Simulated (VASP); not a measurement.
Input of a VASP 6.6.1 run:

The input INCAR:

```
SYSTEM = Zn
ALGO = Fast
EDIFF = 1E-6
EDIFFG = -0.01
ENCUT = 600
GGA = RP
IBRION = 2
ISIF = 3
ISMEAR = -1
LASPH = .True.
LCHARG = .False.
LREAL = .False.
LWAVE = .False.
NELM = 60
NSW = 60
PREC = Accurate
SIGMA = 0.05
```

File KPOINTS:

```
k-points
0
Gamma
  12 12 12
  0 0 0
```

Contents of POSCAR:

```
Zn
1.0
   -1.5690370000      1.5690370000      1.5690370000
    1.5690370000     -1.5690370000      1.5690370000
    1.5690370000      1.5690370000     -1.5690370000
Zn
1
Direct
    0.0000000000      0.0000000000      0.0000000000
```

Potentials or basis: VASP PAW PBE potentials, release 64 (Zn).

The run is started by

```bash
$ cat potpaw_PBE.64/Zn/POTCAR > POTCAR
$ mpirun -np 1 vasp_std > vasp.out
```

(1) Predict the band gap on the k mesh.

(2) Estimate the relaxed cell.

(3) Estimate the relaxed volume.

(4) What does it give for the space group after relaxing (to 0.05 Å)?

Answers

(1) zero (band 6 reaches 7.05 eV, above the bottom of band 7 at 1.88 eV).

(2) a = 2.759 Å, b = 2.759 Å, c = 2.759 Å, α = 109.47°, β = 109.47°, γ = 109.47°.

(3) 16.16 Å³/atom.

(4) Im-3m (No. 229).

Caveat: the PAW data sets were made with another functional, which shifts forces and pressure a little.
